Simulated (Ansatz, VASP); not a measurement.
## Y3F2 in VASP and in Ansatz

```
Y F
1.0
    -3.66881    3.66637   -0.00022
     3.66948    3.66702    0.00275
     1.83099   -1.83617   -8.42785
Y F
6 4
Cartesian
  1.8334 1.8330 -2.6430
  1.8351 5.4978 -2.6413
  -0.0030 3.6651 -5.7817
  3.6669 3.6653 -5.7798
  0.0016 3.6674 0.0008
  1.8328 -1.8361 -8.4273
  -0.0005 1.8319 -4.2111
  3.6668 1.8320 -4.2084
  1.8316 -0.0026 -4.2159
  1.8316 3.6664 -4.2172
```

Change from the starting cell: cell x2, atoms moved at random (sigma 0.05 Å) and cell strained at random (1.5 %), then relaxed without symmetry.

Alike in both runs: functional PBE; k mesh 4 × 4 × 4; occupations gaussian, width 0.2 eV; no spin polarisation.

Ansatz relaxed the structure, and its values are those at the end. VASP's run is a single point on that final structure, the one shown.

```csv
,VASP,Ansatz
version,VASP 6.6.1,Ansatz 0.2.0
potentials or method,"VASP PAW PBE potentials, release 64 (Y_sv, F), cutoff 520 eV","scalar-relativistic, plane waves, PAW"
valence electrons in the cell,94,94
```

```tsv
	VASP	Ansatz	Ansatz less VASP
gap on the k mesh at the Fermi level (eV)	none	none	-
pressure (GPa)	-0.1	0.1	+0.11
rms of the force components (eV/Å)	0.008	0.004	-0.0037
```

A gap of «none» marks a metal or a gap that the smearing closes. With one functional, cell and mesh, what is left measures potentials, basis and numerics.
